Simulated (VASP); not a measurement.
# TaRh3 (Pm-3m) in VASP: vibrations by perturbation theory with LDA

Aim: the vibrations by perturbation theory of TaRh3 with LDA.

Everything below comes from runs of VASP 6.6.1. Logs are shortened: lines on timing, memory, paths and dates and some standing lists are left out, and cuts for length are marked.

## Step 1: The cell of the first run

It takes space group Pm-3m (No. 221, cubic). Conventional cell: a = 3.821 Å, b = 3.821 Å, c = 3.821 Å, α = 90.00°, β = 90.00°, γ = 90.00°. Ta (site symmetry m-3m) has 12 Rh at 2.70 Å within 3.6 Å. Within 3.6 Å of Rh (site symmetry 4/mmm) lie 4 Ta at 2.70 Å and 8 Rh at 2.70 Å.

## Step 2: Vibrations by perturbation theory, LDA

INCAR reads:

```
PREC = Accurate
ENCUT = 520
EDIFF = 1E-8
ISMEAR = -1
SIGMA = 0.15
LREAL = F
LASPH = T
NELM = 100
ALGO = Normal
ISIF = 2
LWAVE = F
LCHARG = F
NBANDS = 36
IBRION = 8
NSW = 1
```

KPOINTS reads:

```
Automatic mesh
0
Gamma
  12 12 12
```

POSCAR reads:

```
TaRh3
1.0
    3.8212841434      0.0000000000      0.0000000000
    0.0000000000      3.8212841434      0.0000000000
    0.0000000000      0.0000000000      3.8212841434
Ta Rh
1 3
Direct
    0.0000000000      0.0000000000      0.0000000000
    0.0000000000      0.5000000000      0.5000000000
    0.5000000000      0.0000000000      0.5000000000
    0.5000000000      0.5000000000      0.0000000000
```

Potentials or basis: VASP PAW LDA potentials, release 64 (Ta_pv, Rh_pv).

The run is started by

```console
$ cat potpaw_LDA.64/Ta_pv/POTCAR potpaw_LDA.64/Rh_pv/POTCAR > POTCAR
$ mpirun -np 1 vasp_std > vasp.out
```

OUTCAR:

```text
PREC = Accurate
   ENCUT = 520
   EDIFF = 1E-8
   ISMEAR = -1
   LREAL = F
   LASPH = T
   NELM = 100
   ISIF = 2
   IBRION = 8
   NSW = 1

 ion  position               nearest neighbor table
   1  0.000  0.000  0.000-   2 2.70   3 2.70   4 2.70   2 2.70   3 2.70   2 2.70   4 2.70   2 2.70
                             3 2.70   4 2.70   3 2.70   4 2.70
   2  0.000  0.500  0.500-   1 2.70   3 2.70   4 2.70   1 2.70   4 2.70   1 2.70   3 2.70   1 2.70
                             3 2.70   4 2.70   4 2.70   3 2.70
   3  0.500  0.000  0.500-   1 2.70   2 2.70   4 2.70   1 2.70   4 2.70   2 2.70   4 2.70   4 2.70
                             1 2.70   2 2.70   1 2.70   2 2.70
   4  0.500  0.500  0.000-   1 2.70   2 2.70   3 2.70   2 2.70   3 2.70   1 2.70   3 2.70   3 2.70
                             1 2.70   2 2.70   2 2.70   1 2.70

  LATTYP: Found a simple cubic cell.
 ALAT       =     3.8212841434

  Lattice vectors:

 A1 = (   3.8212841434,   0.0000000000,   0.0000000000)
 A2 = (   0.0000000000,   3.8212841434,   0.0000000000)
 A3 = (   0.0000000000,   0.0000000000,   3.8212841434)

Analysis of symmetry for initial positions (statically):
=====================================================================
 Subroutine PRICEL returns:
 Original cell was already a primitive cell.

 Routine SETGRP: Setting up the symmetry group for a
 simple cubic supercell.

 Subroutine GETGRP returns: Found 48 space group operations
 (whereof 48 operations were pure point group operations)
 out of a pool of 48 trial point group operations.

The static configuration has the point symmetry O_h .

Analysis of symmetry for dynamics (positions and initial velocities):
=====================================================================
 Subroutine PRICEL returns:
 Original cell was already a primitive cell.

 Routine SETGRP: Setting up the symmetry group for a
 simple cubic supercell.

 Subroutine GETGRP returns: Found 48 space group operations
 (whereof 48 operations were pure point group operations)
 out of a pool of 48 trial point group operations.

The dynamic configuration has the point symmetry O_h .

 Subroutine INISYM returns: Found 48 space group operations
 (whereof 48 operations are pure point group operations),
 and found     1 'primitive' translations

----------------------------------------------------------------------------------------

                                     Primitive cell

  volume of cell :      55.7992

  direct lattice vectors                    reciprocal lattice vectors
     3.821284143  0.000000000  0.000000000     0.261692133  0.000000000  0.000000000
     0.000000000  3.821284143  0.000000000     0.000000000  0.261692133  0.000000000
     0.000000000  0.000000000  3.821284143     0.000000000  0.000000000  0.261692133

  length of vectors
     3.821284143  3.821284143  3.821284143     0.261692133  0.261692133  0.261692133

  position of ions in fractional coordinates (direct lattice)
     0.000000000  0.000000000  0.000000000
     0.000000000  0.500000000  0.500000000
     0.500000000  0.000000000  0.500000000
     0.500000000  0.500000000  0.000000000

  ion indices of the primitive-cell ions
[... 127 lines left out ...]

 val. band max:       10.8241839732   @ k =   0.1667   0.1667   0.0000
 cond. band min:      10.8285101196   @ k =   0.5000   0.5000   0.4167
 fundamental gap:      0.0043261464
 Fermi energy:        10.8273243030

 k-point     1 :       0.0000    0.0000    0.0000
  band No.  band energies     occupation
      1     -35.7687      2.00000
      2     -35.7687      2.00000
      3     -35.7687      2.00000
      4     -35.5069      2.00000
      5     -35.5069      2.00000
      6     -35.5069      2.00000
[... 925 lines left out ...]
     35      16.6988      0.00000
     36      18.0372      0.00000

 [... further k-points ...]
[... 5 lines left out ...]
  --------------------------------------------------------------------------------------
  -------------------------------------------------------------------------------------
  Total        0.3939317      0.3939317      0.3939317      0.0000000     -0.0000000      0.0000000
  in kB       11.3110666     11.3110666     11.3110666      0.0000000     -0.0000000      0.0000000
  external PRESSURE =      11.3110666 kB  Pullay stress =       0.0000000 kB

 VOLUME and BASIS-vectors are now :
 -----------------------------------------------------------------------------
  energy-cutoff  :      520.00
  volume of cell :       55.80
      direct lattice vectors                 reciprocal lattice vectors
     3.821284143  0.000000000  0.000000000     0.261692133  0.000000000  0.000000000
     0.000000000  3.821284143  0.000000000     0.000000000  0.261692133  0.000000000
     0.000000000  0.000000000  3.821284143     0.000000000  0.000000000  0.261692133

 POSITION                                       TOTAL-FORCE (eV/Angst)
 -----------------------------------------------------------------------------------
      0.00000      0.00000      0.00000         0.000000      0.000000      0.000000
      0.00000      1.91064      1.91064         0.000000      0.000000      0.000000
      1.91064      0.00000      1.91064         0.000000      0.000000      0.000000
      1.91064      1.91064      0.00000         0.000000      0.000000      0.000000
 -----------------------------------------------------------------------------------
    total drift:                                0.000000      0.000000      0.000000

  FREE ENERGIE OF THE ION-ELECTRON SYSTEM (eV)
  ---------------------------------------------------
  free  energy   TOTEN  =       -41.4574504501 eV

  energy  without entropy=      -41.2889213610  energy(sigma->0) =      -41.37318591

[... ionic steps 2 to 3 ...]

--------------------------------------- Ionic step        4  -------------------------------------------

------------------------ aborting loop because EDIFF is reached ----------------------------------------

[... ionic steps 5 to 6 ...]

--------------------------------------- Ionic step        7  -------------------------------------------

------------------------ aborting loop because EDIFF is reached ----------------------------------------

--------------------------------------- Ionic step        8  -------------------------------------------

 Free energy of the ion-electron system (eV)
  ---------------------------------------------------
  ---------------------------------------------------
  free energy    TOTEN  =        -0.53372057 eV

  energy without entropy =       -0.53372058

------------------------ aborting loop because EDIFF is reached ----------------------------------------

 INTERNAL STRAIN TENSOR  FOR ION    2  DIRECTION 2   (eV/Angst):
 -----------------------------------------------------------------------------
    -0.01926  0.00000  0.00000
     0.00000  0.03114  0.00000
     0.00000  0.00000 -0.01080

 INTERNAL STRAIN TENSOR FOR ION    4 for displacements in x,y,z  (eV/Angst):
          X           Y           Z          XY          YZ          ZX
  --------------------------------------------------------------------------------
  x     0.00000     0.00000     0.00000     0.00000     0.00000     0.00000
  y     0.00000     0.00000     0.00000     0.00000     0.00000     0.00000
  z     0.00000     0.00000     0.00000     0.00000     0.00000     0.00000

 SECOND DERIVATIVES (NOT SYMMETRIZED)
 ------------------------------------
               1X          1Y          1Z          2X          2Y          2Z          3X          3Y          3Z          4X          4Y          4Z
  1X    -7.800434   -0.000000    0.000000    1.178849    0.000000    0.000000    3.310792   -0.000000   -0.000000    3.310792   -0.000000   -0.000000
  1Y    -0.000000   -7.800434    0.000000   -0.000000    3.310792   -0.000000    0.000000    1.178849   -0.000000   -0.000000    3.310792    0.000000
  1Z     0.000000    0.000000   -7.800434    0.000000   -0.000000    3.310792   -0.000000   -0.000000    3.310792   -0.000000   -0.000000    1.178849
  2X     1.176032    0.000000   -0.000000  -13.531251    0.000000   -0.000000    6.177609    0.000000   -0.000000    6.177609   -0.000000    0.000000
  2Y     0.000000    3.311391    0.000000    0.000000  -11.211980    0.000000    0.000000    6.175659    0.000000    0.000000    1.724929    0.000000
  2Z     0.000000    0.000000    3.311391    0.000000    0.000000  -11.211980    0.000000    0.000000    1.724929    0.000000    0.000000    6.175659
  3X     3.311391    0.000000    0.000000    6.175659    0.000000    0.000000  -11.211980    0.000000    0.000000    1.724929    0.000000    0.000000
  3Y     0.000000    1.176032    0.000000    0.000000    6.177609    0.000000    0.000000  -13.531251   -0.000000   -0.000000    6.177609    0.000000
  3Z     0.000000    0.000000    3.311391    0.000000    0.000000    1.724929    0.000000    0.000000  -11.211980    0.000000    0.000000    6.175659
  4X     3.311391    0.000000    0.000000    6.175659    0.000000    0.000000    1.724929    0.000000    0.000000  -11.211980    0.000000    0.000000
  4Y     0.000000    3.311391    0.000000    0.000000    1.724929    0.000000    0.000000    6.175659    0.000000    0.000000  -11.211980    0.000000
  4Z     0.000000    0.000000    1.176032    0.000000    0.000000    6.177609    0.000000    0.000000    6.177609   -0.000000   -0.000000  -13.531251

 Eigenvectors and eigenvalues of the dynamical matrix
 ----------------------------------------------------

   1 f  =    6.998037 THz    43.969960 2PiTHz  233.429372 cm-1    28.941540 meV
             X         Y         Z           dx          dy          dz
      0.000000  0.000000  0.000000     0.093934   -0.019794    0.000000
      0.000000  1.910642  1.910642     0.751588    0.092309    0.000000
      1.910642  0.000000  1.910642    -0.438049   -0.158380   -0.000000
      1.910642  1.910642  0.000000    -0.438049    0.092309    0.000000
[... 71 lines left out ...]
  12 f/i=    0.000242 THz     0.001519 2PiTHz    0.008064 cm-1     0.001000 meV
             X         Y         Z           dx          dy          dz
      0.000000  0.000000  0.000000    -0.302218    0.435308   -0.297760
      0.000000  1.910642  1.910642    -0.227924    0.328313   -0.224573
      1.910642  0.000000  1.910642    -0.227935    0.328297   -0.224573
      1.910642  1.910642  0.000000    -0.227935    0.328313   -0.224562

--------------------------------------------------------------------------------------------------------

 ELASTIC MODULI CONTR FROM IONIC RELAXATION (kBar)
 Direction    XX          YY          ZZ          XY          YZ          ZX
 --------------------------------------------------------------------------------
 XX           0.0000      0.0000      0.0000      0.0000      0.0000      0.0000
 YY           0.0000      0.0000      0.0000      0.0000      0.0000      0.0000
 ZZ           0.0000      0.0000      0.0000      0.0000      0.0000      0.0000
 XY           0.0000      0.0000      0.0000      0.0000      0.0000      0.0000
 YZ           0.0000      0.0000      0.0000      0.0000      0.0000      0.0000
 ZX           0.0000      0.0000      0.0000      0.0000      0.0000      0.0000
 --------------------------------------------------------------------------------
```

It took 23 min on 1 thread of AMD EPYC 9R45 (Zen 5), shared host; peak memory 1.2 GiB.

Results:

* Highest phonon frequency at Γ, LO-TO splitting left out: 233 cm⁻¹

Phonon frequencies in cm⁻¹ (negative: imaginary):
```
              q point                                frequencies
(0.000, 0.000, 0.000)  0 0 0 134 134 134 185 185 185 233 233 233
```

Caveat: the cell wasn't relaxed at this level first, which shifts response properties; spin-orbit coupling is left out, which moves the levels of the heavy elements.
